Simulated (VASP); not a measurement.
# HfCd2 (P4/nmm) in VASP: notebook

The runs below take HfCd2 through single point, relaxation of cell and atoms, with PBE.

Everything below comes from runs of VASP 6.6.1. Logs are shortened: lines on timing, memory, paths and dates and some standing lists are left out, and cuts for length are marked.

## Step 1: The cell of the first run

Symmetry: P4/nmm, No. 129, tetragonal system. The conventional cell has a = 4.337 Å, b = 4.337 Å, c = 6.618 Å, α = 90.00°, β = 90.00°, γ = 90.00°. Hf (site symmetry 4mm) has 10 Cd at 2.85 to 3.77 Å within 3.8 Å. Within 3.7 Å of Cd (site symmetry -4m2) lie 8 Cd at 2.81 to 3.07 Å and 4 Hf at 2.94 Å. Cd (site symmetry 4mm) has 4 Cd at 2.81 Å and 6 Hf at 2.85 to 3.77 Å within 3.8 Å.

## Step 2: Single point, PBE

Input file INCAR:

```
SYSTEM = HfCd2
PREC = Accurate
ENCUT = 500
EDIFF = 1E-6
ISMEAR = 0
SIGMA = 0.1
LREAL = .FALSE.
LASPH = .TRUE.
NELM = 120
ALGO = Normal
ISIF = 2
LWAVE = .FALSE.
LCHARG = .FALSE.
GGA = PE
NBANDS = 43
GGA_COMPAT = .FALSE.
```

Input file KPOINTS:

```
regular mesh
0
G
  4 4 4
  0 0 0
```

Input file POSCAR:

```
HfCd2
1.0
    4.3371303249      0.0000000000      0.0000000000
    0.0000000000      4.3371303249      0.0000000000
    0.0000000000      0.0000000000      6.6176004030
Hf Cd
2 4
Direct
    0.0000000000      0.5000000000      0.7000000000
    0.5000000000      0.0000000000      0.3000000000
    0.0000000000      0.0000000000      0.0000000000
    0.5000000000      0.5000000000      0.0000000000
    0.0000000000      0.5000000000      0.2700000000
    0.5000000000      0.0000000000      0.7300000000
```

Potentials or basis: VASP PAW PBE potentials, release 64 (Hf_pv, Cd).

On the command line:

```console
> cat potpaw_PBE.64/Hf_pv/POTCAR potpaw_PBE.64/Cd/POTCAR > POTCAR
> mpirun -np 1 vasp_std > vasp.out
```

OUTCAR:

```text
SYSTEM = HfCd2
   PREC = Accurate
   ENCUT = 500
   EDIFF = 1E-6
   ISMEAR = 0
   LREAL = .FALSE.
   LASPH = .TRUE.
   NELM = 120
   ISIF = 2
   GGA = PE

 ion  position               nearest neighbor table
   1  0.000  0.500  0.700-   5 2.85   4 2.94   3 2.94   3 2.94   4 2.94   6 3.07   6 3.07   6 3.07
                             6 3.07   5 3.77
   2  0.500  0.000  0.300-   6 2.85   4 2.94   3 2.94   4 2.94   3 2.94   5 3.07   5 3.07   5 3.07
                             5 3.07   6 3.77
   3  0.000  0.000  0.000-   5 2.81   6 2.81   5 2.81   6 2.81   1 2.94   1 2.94   2 2.94   2 2.94
                             4 3.07   4 3.07   4 3.07   4 3.07
   4  0.500  0.500  0.000-   5 2.81   6 2.81   6 2.81   5 2.81   2 2.94   1 2.94   1 2.94   2 2.94
                             3 3.07   3 3.07   3 3.07   3 3.07
   5  0.000  0.500  0.270-   3 2.81   4 2.81   3 2.81   4 2.81   1 2.85   2 3.07   2 3.07   2 3.07
                             2 3.07   1 3.77
   6  0.500  0.000  0.730-   3 2.81   4 2.81   4 2.81   3 2.81   2 2.85   1 3.07   1 3.07   1 3.07
                             1 3.07   2 3.77

  LATTYP: Found a simple tetragonal cell.
 ALAT       =     4.3371303249
 C/A-ratio  =     1.5258016032

  Lattice vectors:

 A1 = (   4.3371303249,   0.0000000000,   0.0000000000)
 A2 = (   0.0000000000,   4.3371303249,   0.0000000000)
 A3 = (   0.0000000000,   0.0000000000,   6.6176004030)

Analysis of symmetry for initial positions (statically):
=====================================================================
 Subroutine PRICEL returns:
 Original cell was already a primitive cell.

 Routine SETGRP: Setting up the symmetry group for a
 simple tetragonal supercell.

 Subroutine GETGRP returns: Found 16 space group operations
 (whereof  8 operations were pure point group operations)
 out of a pool of 16 trial point group operations.

The static configuration has the point symmetry D_2d.
 The point group associated with its full space group is D_4h.

Analysis of symmetry for dynamics (positions and initial velocities):
=====================================================================
 Subroutine PRICEL returns:
 Original cell was already a primitive cell.

 Routine SETGRP: Setting up the symmetry group for a
 simple tetragonal supercell.

 Subroutine GETGRP returns: Found 16 space group operations
 (whereof  8 operations were pure point group operations)
 out of a pool of 16 trial point group operations.

[... 103 lines left out ...]
   LREAL  =      F    real-space projection
   EDIFFG = 0.1E-04   stopping-criterion for IOM
   NSW    =      0    number of steps for IOM
   IBRION =     -1    ionic relax: 0-MD 1-quasi-New 2-CG
   NFREE  =      0    steps in history (QN), initial steepest desc. (CG)
   ISIF   =      2    stress and relaxation
   ISYM   =      2    0-nonsym 1-usesym 2-fastsym
   POTIM  = 0.5000    time-step for ionic-motion
   TEBEG  =    0.0;   TEEND  =   0.0 temperature during run
   PSTRESS=    0.0 pullay stress
   NELECT =      68.0000    total number of electrons
   NUPDOWN=      -1.0000    fix difference up-down
   EMIN   =  10.00;   EMAX   =-10.00  energy-range for DOS
   EFERMI =   0.00;   METHOD = LEGACY
   ISMEAR =     0;   SIGMA  =   0.10  broadening in eV -4-tet -1-fermi 0-gaus
   EFERMI_NEDOS =   21; number of points for ismear=-14 and -15
   IALGO  =     38    algorithm
   IMIX   =      4    mixing-type and parameters
     AMIX     =   0.40;   BMIX     =  1.00
     AMIX_MAG =   1.60;   BMIX_MAG =  1.00
  volume/ion in A,a.u.               =      20.75       140.01
  Fermi-wavevector in a.u.,A,eV,Ry     =   1.338267  2.528957 24.367456  1.790958
  Thomas-Fermi vector in A             =   2.466750
   LORBIT       =      0    0 simple, 1 ext, 2 COOP (PROOUT), +10 PAW based schemes
   GGA     = PE    functional components
   LHFCALC =     F    Hartree Fock is set to
   AEXX    =    0.0000 exact exchange contribution
   IVDW    =     0    specifies the selected vdW correction
   LEPSILON=     F    determine dielectric tensor
   LRPA    =     F    only Hartree local field effects (RPA)
 non-spin polarized calculation
 Gauss-broadening in eV      SIGMA  =   0.10
  energy-cutoff  :      500.00
  volume of cell :      124.48
 maximum number of plane-waves:      3180
 NGX is ok and might be reduce to    32
   NGX = 15   NGY = 15   NGZ = 25

 number of electron      67.9999991 magnetization

 Free energy of the ion-electron system (eV)
  ---------------------------------------------------
  ext. energy  EPLUGINS =         0.00000000
  ---------------------------------------------------
  free energy    TOTEN  =       -20.72947070 eV

  energy without entropy =      -20.70679004  energy(sigma->0) =      -20.71813037

 E-fermi :   3.9855     XC(G=0): -11.3635

 val. band max:        3.9565280988   @ k =   0.2500   0.0000   0.5000
 cond. band min:       4.0181565953   @ k =   0.0000   0.0000   0.0000
 fundamental gap:      0.0616284965
 Fermi energy:         3.9854866198

 k-point     1 :       0.0000    0.0000    0.0000
  band No.  band energies     occupation
      1     -27.6512      2.00000
      2     -27.6267      2.00000
      3     -27.5743      2.00000
      4     -27.5743      2.00000
      5     -27.5618      2.00000
      6     -27.5618      2.00000
[... 817 lines left out ...]
     42       7.1655      0.00000
     43       7.8131      0.00000

------------------------ aborting loop because EDIFF is reached ----------------------------------------

  FORCE on cell =-STRESS in cart. coord.  units (eV):
  Direction    XX          YY          ZZ          XY          YZ          ZX
  --------------------------------------------------------------------------------------
  -------------------------------------------------------------------------------------
  Total        5.0199390      5.0199390     10.1101713      0.0000000      0.0000000      0.0000000
  in kB       64.6105655     64.6105655    130.1258606      0.0000000      0.0000000      0.0000000
  external PRESSURE =      86.4489972 kB  Pullay stress =       0.0000000 kB

 VOLUME and BASIS-vectors are now :
 -----------------------------------------------------------------------------
  energy-cutoff  :      500.00
  volume of cell :      124.48
      direct lattice vectors                 reciprocal lattice vectors
     4.337130325  0.000000000  0.000000000     0.230567201  0.000000000  0.000000000
     0.000000000  4.337130325  0.000000000     0.000000000  0.230567201  0.000000000
     0.000000000  0.000000000  6.617600403     0.000000000  0.000000000  0.151112176

 POSITION                                       TOTAL-FORCE (eV/Angst)
 -----------------------------------------------------------------------------------
      0.00000      2.16857      4.63232        -0.000000      0.000000     -1.149608
      2.16857      0.00000      1.98528         0.000000      0.000000      1.149608
      0.00000      0.00000      0.00000        -0.000000      0.000000      0.000000
      2.16857      2.16857      0.00000        -0.000000      0.000000      0.000000
      0.00000      2.16857      1.78675        -0.000000     -0.000000      0.751453
      2.16857      0.00000      4.83085         0.000000      0.000000     -0.751453
 -----------------------------------------------------------------------------------
    total drift:                                0.000000     -0.000000     -0.000000

  FREE ENERGIE OF THE ION-ELECTRON SYSTEM (eV)
  ---------------------------------------------------
  free  energy   TOTEN  =       -20.7294706990 eV

  energy  without entropy=      -20.7067900412  energy(sigma->0) =      -20.71813037
```

It took 1.7 min on 1 thread of Oxide Virtual Turin-like, shared host; peak memory 0.21 GiB.

Results:

```
Free energy            : -20.7295 eV
Pressure               : 8.6 GPa
Largest force          : 1.150 eV/Å
Band gap on the k mesh : zero (bands 34 and 35 overlap by 0.96 eV)
```

Forces on the atoms (eV/Å):
```
Hf   0.000  0.000 -1.150
Hf   0.000  0.000  1.150
Cd   0.000  0.000  0.000
Cd   0.000  0.000  0.000
Cd   0.000  0.000  0.751
Cd   0.000  0.000 -0.751
```

Caveat: the k points lie up to 0.36 Å⁻¹ apart, too coarse for converged energies and pressures of a metal; spin-orbit coupling is left out, which moves the levels of the heavy elements; forces of over 1 eV/Å act on the atoms, so gaps and moduli don't describe the material at rest.

## Step 3: Single point, PBE

This run uses another cell than the first one, of 22.20 Å³/atom.

Input file INCAR:

```
SYSTEM = HfCd2
  PREC = Accurate
  ENCUT = 500
  EDIFF = 1E-6
  ISMEAR = 0
  SIGMA = 0.1
  LREAL = .False.
  LASPH = .True.
  NELM = 120
  ALGO = Normal
  ISIF = 2
  LWAVE = .False.
  LCHARG = .False.
  GGA = PE
  NBANDS = 43
  GGA_COMPAT = .False.
```

Input file KPOINTS:

```
regular mesh
0
Gamma
  4 4 4
  0 0 0
```

Input file POSCAR:

```
HfCd2
1.0
    4.0368972258      0.0000000000      0.0000000000
    0.0000000000      4.0368972258      0.0000000000
    0.0000000000      0.0000000000      8.1751840099
Hf Cd
2 4
Direct
    0.0000000000      0.5000000000      0.6079770671
    0.5000000000      0.0000000000      0.3920229329
    0.0000000000      0.0000000000      0.0000000000
    0.5000000000      0.5000000000      0.0000000000
    0.0000000000      0.5000000000      0.2608461620
    0.5000000000      0.0000000000      0.7391538380
```

Potentials or basis: VASP PAW PBE potentials, release 64 (Hf_pv, Cd).

On the command line:

```console
> cat potpaw_PBE.64/Hf_pv/POTCAR potpaw_PBE.64/Cd/POTCAR > POTCAR
> mpirun -np 1 vasp_std > vasp.out
```

It took 84 s on 1 thread of Oxide Virtual Turin-like, shared host; peak memory 0.22 GiB.

Results (log left out):

* Free energy: -21.8642 eV
* Pressure: 0.3 GPa
* Largest force: 0.077 eV/Å
* Band gap on the k mesh: zero (bands 34 and 35 overlap by 1.81 eV)

Forces in eV/Å, atoms in the order of the input:
```
Hf   0.000  0.000  0.008
Hf   0.000  0.000 -0.008
Cd   0.000  0.000  0.000
Cd   0.000  0.000  0.000
Cd   0.000  0.000  0.077
Cd   0.000  0.000 -0.077
```

Stress tensor (GPa, compression positive):
```
0.22 0.00 0.00
0.00 0.22 0.00
0.00 0.00 0.41
```

Levels at points of the mesh, in eV from the Fermi level:
```tsv
k point	band 31	band 32	band 33	band 34	band 35	band 36	band 37	band 38
(0.00, 0.00, 0.00)	-0.89	0.63	0.63	1.33	1.33	1.35	1.54	1.54
(0.50, 0.00, 0.00)	-2.50	-2.50	-0.05	-0.05	0.56	0.56	2.14	2.14
(0.50, 0.50, 0.00)	-1.74	-1.74	-1.67	-1.67	-0.43	-0.43	1.35	1.35
(0.00, 0.00, 0.50)	-0.90	0.30	0.30	1.01	1.01	1.35	1.60	1.97
(0.50, 0.00, 0.50)	-1.25	-1.25	-0.10	-0.10	0.24	0.24	2.26	2.26
(0.50, 0.50, 0.50)	-2.42	-2.42	-1.32	-1.32	-0.40	-0.40	1.70	1.70
```

Caveat: the k points lie up to 0.39 Å⁻¹ apart, too coarse for converged energies and pressures of a metal; spin-orbit coupling is left out, which moves the levels of the heavy elements.

(Part 1 of 2 ends here.)

The gap in the log of VASP goes by the Fermi energy; the results here count the filled bands.